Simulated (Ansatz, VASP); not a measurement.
Two plane-wave programs on Re

Contents of INCAR:

```
  ALGO = Normal
  EDIFF = 1E-7
  ENCUT = 520
  GGA = PE
  ISIF = 2
  ISMEAR = 0
  LASPH = T
  LCHARG = F
  LREAL = F
  LWAVE = F
  NBANDS = 10
  NELM = 100
  PREC = Accurate
  SIGMA = 0.15
```

Contents of KPOINTS:

```
k-points
0
Gamma
  10 10 10
```

POSCAR

```
Re
1.0
    0.0000000000      2.0579636023      1.8566947620
    2.0579636023      0.0000000000      1.8566947620
    2.0579636023      2.0579636023      0.0000000000
Re
1
Direct
    0.0000000000      0.0000000000      0.0000000000
```

Input for Ansatz:

```yaml
crystal:
  lattice:
    - [0.0, 2.0579636023, 1.856694762]
    - [2.0579636023, 0.0, 1.856694762]
    - [2.0579636023, 2.0579636023, 0.0]
  atoms:
    - { symbol: Re, position: [0.0, 0.0, 0.0] }
basis:
  ecutwfc: 420
kpoints:
  mp_grid: { grid: [10, 10, 10] }
hamiltonian:
  xc: pbe
scf:
  occupations: { method: gaussian, width: 0.15 }
output:
  forces: true
  stress: true
  eigenvalues: true
```

Alike in both runs: task single point; functional PBE; k mesh 10 × 10 × 10; occupations gaussian, width 0.15 eV; no spin polarisation.

|  | VASP | Ansatz |
| --- | --- | --- |
| version | VASP 6.6.1 | Ansatz 0.2.0 |
| potentials or method | VASP PAW PBE potentials, release 64 (Re), cutoff 520 eV | scalar-relativistic, plane waves, PAW |
| valence electrons in the cell | 7 | 15 |

VASP gave:

```
gap on the k mesh at the Fermi level (eV)                     : none
pressure (GPa)                                                : -15.3
traceless stress, the component that is largest in VASP (GPa) : 12.70
```

Q: What did Ansatz give for the same quantities?

A: gap on the k mesh at the Fermi level (eV): none; pressure (GPa): -14.6; traceless stress, the component that is largest in VASP (GPa): 12.74.

A gap of «none» marks a metal or a gap that the smearing closes. VASP's potentials hold 7 valence electrons a cell and Ansatz's 15, so a difference there can come from the potentials and not from the codes.

Spin-orbit coupling is off throughout.
